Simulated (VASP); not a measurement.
# MgSe (Fm-3m) in VASP: notebook

Runs on MgSe. Level: PBE. Tasks: single point.

All numbers are computed with VASP 6.6.1; they aren't measurements. Logs are shortened: lines on timing, memory, paths and dates and some standing lists are left out, and cuts for length are marked.

## 1. The cell of the first run

It takes space group Fm-3m (No. 225, cubic). The conventional cell has a = 5.279 Å, b = 5.279 Å, c = 5.279 Å, α = 90.00°, β = 90.00°, γ = 90.00°. Within 3.5 Å of Mg (site symmetry m-3m) lie 6 Se at 2.64 Å. Se (site symmetry m-3m) has 6 Mg at 2.64 Å within 3.5 Å.

## 2. Single point, PBE (volume scaled by 0.88)

INCAR reads:

```
SYSTEM = MgSe
PREC = Accurate ; ENCUT = 600
EDIFF = 1E-6 ; ISMEAR = 0
SIGMA = 0.02 ; LREAL = .False.
LASPH = .True. ; NELM = 120
ALGO = Normal ; ISIF = 2
LWAVE = .False. ; LCHARG = .False.
GGA = PE ; NBANDS = 11
GGA_COMPAT = .False.
```

KPOINTS reads:

```
Automatic mesh
0
Gamma
  8 8 8
  0 0 0
```

POSCAR reads:

```
MgSe
1.0
    0.0000000000      2.6395679728      2.6395679728
    2.6395679728      0.0000000000      2.6395679728
    2.6395679728      2.6395679728      0.0000000000
Mg Se
1 1
Direct
    0.0000000000      0.0000000000      0.0000000000
    0.5000000000      0.5000000000      0.5000000000
```

Potentials or basis: VASP PAW PBE potentials, release 64 (Mg, Se).

The run is started by

```console
cat potpaw_PBE.64/Mg/POTCAR potpaw_PBE.64/Se/POTCAR > POTCAR
mpirun -np 1 vasp_std > vasp.out
```

OUTCAR:

```text
SYSTEM = MgSe
   PREC = Accurate
   ENCUT = 600
   EDIFF = 1E-6
   ISMEAR = 0
   LREAL = .False.
   LASPH = .True.
   NELM = 120
   ISIF = 2
   GGA = PE

 ion  position               nearest neighbor table
   1  0.000  0.000  0.000-   2 2.64   2 2.64   2 2.64   2 2.64   2 2.64   2 2.64
   2  0.500  0.500  0.500-   1 2.64   1 2.64   1 2.64   1 2.64   1 2.64   1 2.64

  LATTYP: Found a face centered cubic cell.
 ALAT       =     5.2791359456

  Lattice vectors:

 A1 = (   0.0000000000,   2.6395679728,   2.6395679728)
 A2 = (   2.6395679728,   0.0000000000,   2.6395679728)
 A3 = (   2.6395679728,   2.6395679728,   0.0000000000)

Analysis of symmetry for initial positions (statically):
=====================================================================
 Subroutine PRICEL returns:
 Original cell was already a primitive cell.

 Routine SETGRP: Setting up the symmetry group for a
 face centered cubic supercell.

 Subroutine GETGRP returns: Found 48 space group operations
 (whereof 48 operations were pure point group operations)
 out of a pool of 48 trial point group operations.

The static configuration has the point symmetry O_h .

Analysis of symmetry for dynamics (positions and initial velocities):
=====================================================================
 Subroutine PRICEL returns:
 Original cell was already a primitive cell.

 Routine SETGRP: Setting up the symmetry group for a
 face centered cubic supercell.

 Subroutine GETGRP returns: Found 48 space group operations
 (whereof 48 operations were pure point group operations)
 out of a pool of 48 trial point group operations.

The dynamic configuration has the point symmetry O_h .

 Subroutine INISYM returns: Found 48 space group operations
 (whereof 48 operations are pure point group operations),
 and found     1 'primitive' translations

----------------------------------------------------------------------------------------

                                     Primitive cell

  volume of cell :      36.7814

  direct lattice vectors                    reciprocal lattice vectors
     0.000000000  2.639567973  2.639567973    -0.189424938  0.189424938  0.189424938
     2.639567973  0.000000000  2.639567973     0.189424938 -0.189424938  0.189424938
     2.639567973  2.639567973  0.000000000     0.189424938  0.189424938 -0.189424938

  length of vectors
     3.732912826  3.732912826  3.732912826     0.328093617  0.328093617  0.328093617

  position of ions in fractional coordinates (direct lattice)
     0.000000000  0.000000000  0.000000000
     0.500000000  0.500000000  0.500000000

  ion indices of the primitive-cell ions
   primitive index   ion index
                 1           1
                 2           2

----------------------------------------------------------------------------------------

 KPOINTS: Automatic mesh

Automatic generation of k-mesh.
 Grid dimensions read from file:
 generate k-points for:    8    8    8

 Generating k-lattice:

  Cartesian coordinates                     Fractional coordinates (reciprocal lattice)
    -0.023678117  0.023678117  0.023678117     0.125000000  0.000000000  0.000000000
     0.023678117 -0.023678117  0.023678117     0.000000000  0.125000000  0.000000000
     0.023678117  0.023678117 -0.023678117     0.000000000  0.000000000  0.125000000

  Length of vectors
     0.041011702  0.041011702  0.041011702

  Shift w.r.t. Gamma in fractional coordinates (k-lattice)
     0.000000000  0.000000000  0.000000000

 Subroutine IBZKPT returns following result:
 ===========================================

 Found     29 irreducible k-points:

 Following reciprocal coordinates:
            Coordinates               Weight
  0.000000  0.000000  0.000000      1.000000
  0.125000  0.000000  0.000000      8.000000
  0.250000  0.000000  0.000000      8.000000
  0.375000  0.000000  0.000000      8.000000
  0.500000  0.000000  0.000000      4.000000
  0.125000  0.125000  0.000000      6.000000
[... 16 lines left out ...]
  0.500000  0.250000  0.125000     48.000000
 -0.375000  0.250000  0.125000     24.000000
 [... further k-points ...]
   k-points           NKPTS =     29   k-points in BZ     NKDIM =     29   number of bands    NBANDS=     11
   number of dos      NEDOS =    301   number of ions     NIONS =      2
   total plane-waves  NPLWV =  27000
   dimension x,y,z NGX =    30 NGY =   30 NGZ =   30
   dimension x,y,z NGXF=    60 NGYF=   60 NGZF=   60
   ions per type =               1   1
   NGX,Y,Z   is equivalent  to a cutoff of  13.36, 13.36, 13.36 a.u.
   NGXF,Y,Z  is equivalent  to a cutoff of  26.72, 26.72, 26.72 a.u.
 SYSTEM =  MgSe
   PREC   = accura    normal or accurate (medium, high low for compatibility)
   ISTART =      0    job   : 0-new  1-cont  2-samecut
   ICHARG =      2    charge: 1-file 2-atom 10-const
   ISPIN  =      1    spin polarized calculation?
   LNONCOLLINEAR =      F non collinear calculations
   LSORBIT =      F    spin-orbit coupling
   LASPH  =      T    aspherical Exc in radial PAW
   ENCUT  =  600.0 eV  44.10 Ry    6.64 a.u.   7.46  7.46  7.46*2*pi/ulx,y,z
   NELM   =    120;   NELMIN=  2; NELMDL= -5     # of ELM steps
   EDIFF  = 0.1E-05   stopping-criterion for ELM
   LREAL  =      F    real-space projection
   EDIFFG = 0.1E-04   stopping-criterion for IOM
   NSW    =      0    number of steps for IOM
   IBRION =     -1    ionic relax: 0-MD 1-quasi-New 2-CG
   NFREE  =      0    steps in history (QN), initial steepest desc. (CG)
   ISIF   =      2    stress and relaxation
   ISYM   =      2    0-nonsym 1-usesym 2-fastsym
   POTIM  = 0.5000    time-step for ionic-motion
   TEBEG  =    0.0;   TEEND  =   0.0 temperature during run
   PSTRESS=    0.0 pullay stress
   NELECT =       8.0000    total number of electrons
   NUPDOWN=      -1.0000    fix difference up-down
   EMIN   =  10.00;   EMAX   =-10.00  energy-range for DOS
   EFERMI =   0.00;   METHOD = LEGACY
   ISMEAR =     0;   SIGMA  =   0.02  broadening in eV -4-tet -1-fermi 0-gaus
   EFERMI_NEDOS =   21; number of points for ismear=-14 and -15
   IALGO  =     38    algorithm
   IMIX   =      4    mixing-type and parameters
     AMIX     =   0.40;   BMIX     =  1.00
     AMIX_MAG =   1.60;   BMIX_MAG =  1.00
  volume/ion in A,a.u.               =      18.39       124.11
  Fermi-wavevector in a.u.,A,eV,Ry     =   0.984529  1.860491 13.188099  0.969298
  Thomas-Fermi vector in A             =   2.115769
   LORBIT       =      0    0 simple, 1 ext, 2 COOP (PROOUT), +10 PAW based schemes
   GGA     = PE    functional components
   LHFCALC =     F    Hartree Fock is set to
   AEXX    =    0.0000 exact exchange contribution
   IVDW    =     0    specifies the selected vdW correction
   LEPSILON=     F    determine dielectric tensor
   LRPA    =     F    only Hartree local field effects (RPA)
 non-spin polarized calculation
 Gauss-broadening in eV      SIGMA  =   0.02
  energy-cutoff  :      600.00
  volume of cell :       36.78
 maximum number of plane-waves:      1249
 NGX is ok and might be reduce to    30
   NGX = 15   NGY = 15   NGZ = 15

 number of electron       7.9999999 magnetization

 Free energy of the ion-electron system (eV)
  ---------------------------------------------------
  ext. energy  EPLUGINS =         0.00000000
  ---------------------------------------------------
  free energy    TOTEN  =        -7.35346776 eV

  energy without entropy =       -7.35346776  energy(sigma->0) =       -7.35346776

 E-fermi :   4.1717     XC(G=0):  -9.8851

 val. band max:        4.0881741968   @ k =   0.0000   0.0000   0.0000
 cond. band min:       6.0494208665   @ k =   0.5000   0.5000   0.0000
 fundamental gap:      1.9612466697
 Fermi energy:         4.1717292543

 k-point     1 :       0.0000    0.0000    0.0000
  band No.  band energies     occupation
      1      -9.4341      2.00000
      2       4.0882      2.00000
      3       4.0882      2.00000
      4       4.0882      2.00000
      5       7.3815      0.00000
      6      11.4452      0.00000
      7      11.4452      0.00000
      8      11.4452      0.00000
      9      14.2230      0.00000
     10      14.2230      0.00000
     11      15.1604      0.00000

 k-point     2 :       0.1250    0.0000    0.0000
  band No.  band energies     occupation
      1      -9.2775      2.00000
      2       2.7987      2.00000
      3       3.9636      2.00000
      4       3.9636      2.00000
      5       8.2902      0.00000
      6      11.2231      0.00000
      7      11.7264      0.00000
      8      11.7264      0.00000
      9      13.2755      0.00000
     10      13.2755      0.00000
     11      15.4369      0.00000

 k-point     3 :       0.2500    0.0000    0.0000
  band No.  band energies     occupation
      1      -8.8521      2.00000
      2       0.8012      2.00000
      3       3.6976      2.00000
      4       3.6976      2.00000
      5       8.5180      0.00000
      6      11.2814      0.00000
      7      11.2814      0.00000
      8      12.4224      0.00000
      9      13.8512      0.00000
     10      13.8512      0.00000
     11      14.5725      0.00000
[... 267 lines left out ...]
 k-point    23 :       0.5000    0.2500    0.1250
  band No.  band energies     occupation
      1      -8.0711      2.00000
      2      -0.4228      2.00000
      3       1.6890      2.00000
      4       2.8687      2.00000
      5       9.0921      0.00000
      6       9.9993      0.00000
      7      11.5034      0.00000
      8      12.8726      0.00000
      9      15.5701      0.00000
     10      17.2569      0.00000
     11      18.1262      0.00000

 k-point    24 :      -0.3750    0.2500    0.1250
  band No.  band energies     occupation
      1      -7.8562      2.00000
      2      -0.8634      2.00000
      3       1.5346      2.00000
      4       2.6716      2.00000
      5       9.0450      0.00000
      6       9.6972      0.00000
      7      12.1858      0.00000
      8      13.6202      0.00000
      9      15.5400      0.00000
     10      16.5787      0.00000
     11      18.7110      0.00000

 [... further k-points ...]

------------------------ aborting loop because EDIFF is reached ----------------------------------------

  FORCE on cell =-STRESS in cart. coord.  units (eV):
  Direction    XX          YY          ZZ          XY          YZ          ZX
  --------------------------------------------------------------------------------------
  -------------------------------------------------------------------------------------
  Total        2.2847495      2.2847495      2.2847495      0.0000000     -0.0000000      0.0000000
  in kB       99.5223495     99.5223495     99.5223495      0.0000000     -0.0000000      0.0000000
  external PRESSURE =      99.5223495 kB  Pullay stress =       0.0000000 kB

 VOLUME and BASIS-vectors are now :
 -----------------------------------------------------------------------------
  energy-cutoff  :      600.00
  volume of cell :       36.78
      direct lattice vectors                 reciprocal lattice vectors
     0.000000000  2.639567973  2.639567973    -0.189424938  0.189424938  0.189424938
     2.639567973  0.000000000  2.639567973     0.189424938 -0.189424938  0.189424938
     2.639567973  2.639567973  0.000000000     0.189424938  0.189424938 -0.189424938

 POSITION                                       TOTAL-FORCE (eV/Angst)
 -----------------------------------------------------------------------------------
      0.00000      0.00000      0.00000         0.000000      0.000000      0.000000
      2.63957      2.63957      2.63957        -0.000000     -0.000000     -0.000000
 -----------------------------------------------------------------------------------
    total drift:                               -0.000000     -0.000000      0.000000

  FREE ENERGIE OF THE ION-ELECTRON SYSTEM (eV)
  ---------------------------------------------------
  free  energy   TOTEN  =        -7.3534677587 eV

  energy  without entropy=       -7.3534677587  energy(sigma->0) =       -7.35346776
```

It took 9 s on 1 thread of Intel Xeon 6975P-C (Granite Rapids), shared host; peak memory 0.16 GiB.

What came out:

| Property | Result |
| --- | --- |
| Free energy | -7.3535 eV |
| Pressure | 10.0 GPa |
| Band gap on the k mesh | 1.96 eV, indirect (least direct gap 3.29 eV) |

Levels at points of the mesh, in eV from the valence-band top:
```tsv
k point	band 1	band 2	band 3	band 4	band 5	band 6	band 7	band 8
(0.00, 0.00, 0.00)	-13.52	0.00	0.00	0.00	3.29	7.36	7.36	7.36
(0.50, 0.00, 0.00)	-12.15	-5.51	-0.71	-0.71	3.94	6.21	6.21	9.33
(0.50, 0.50, 0.00)	-11.75	-4.82	-2.04	-2.04	1.96	3.65	12.72	13.01
```

## 3. Single point, PBE (volume scaled by 0.91)

INCAR reads:

```
ALGO     = Normal         # electronic algorithm
EDIFF    = 1E-6           # SCF threshold, eV
ENCUT    = 600            # plane-wave cutoff, eV
GGA      = PE             # functional
GGA_COMPAT= False        
ISIF     = 2              # what is computed and relaxed
ISMEAR   = 0              # smearing method
LASPH    = True           # aspherical terms in the spheres
LCHARG   = False          # write CHGCAR
LREAL    = False          # projectors in reciprocal space
LWAVE    = False          # write WAVECAR
NBANDS   = 11             # bands
NELM     = 120            # most SCF steps
PREC     = Accurate       # precision mode
SIGMA    = 0.02           # smearing width, eV
```

KPOINTS reads:

```
k-points
0
Gamma
  8 8 8
```

POSCAR reads:

```
MgSe
1.0
    0.0000000000      2.6692285226      2.6692285226
    2.6692285226      0.0000000000      2.6692285226
    2.6692285226      2.6692285226      0.0000000000
Mg Se
1 1
Direct
    0.0000000000      0.0000000000      0.0000000000
    0.5000000000      0.5000000000      0.5000000000
```

Potentials or basis: VASP PAW PBE potentials, release 64 (Mg, Se).

The run is started by

```console
cat potpaw_PBE.64/Mg/POTCAR potpaw_PBE.64/Se/POTCAR > POTCAR
mpirun -np 1 vasp_std > vasp.out
```

Run time: 8.9 s. Hardware: 1 thread of Intel Xeon 6975P-C (Granite Rapids), shared host; peak memory 0.17 GiB.

Results (log left out):

| Quantity | Value |
| --- | --- |
| Free energy | -7.4187 eV |
| Pressure | 6.8 GPa |
| Band gap on the k mesh | 1.91 eV, indirect (least direct gap 3.04 eV) |

Levels at points of the mesh, in eV from the valence-band top:
| k point | band 1 | band 2 | band 3 | band 4 | band 5 | band 6 | band 7 | band 8 | band 9 |
| --- | --- | --- | --- | --- | --- | --- | --- | --- | --- |
| (0.00, 0.00, 0.00) | -13.31 | 0.00 | 0.00 | 0.00 | 3.04 | 7.38 | 7.38 | 7.38 | 10.08 |
| (0.50, 0.00, 0.00) | -12.03 | -5.31 | -0.66 | -0.66 | 3.90 | 6.17 | 6.17 | 9.10 | 11.92 |
| (0.50, 0.50, 0.00) | -11.66 | -4.62 | -1.95 | -1.95 | 1.91 | 3.77 | 12.38 | 12.78 | 12.78 |

(Part 1 of 2 ends here.)
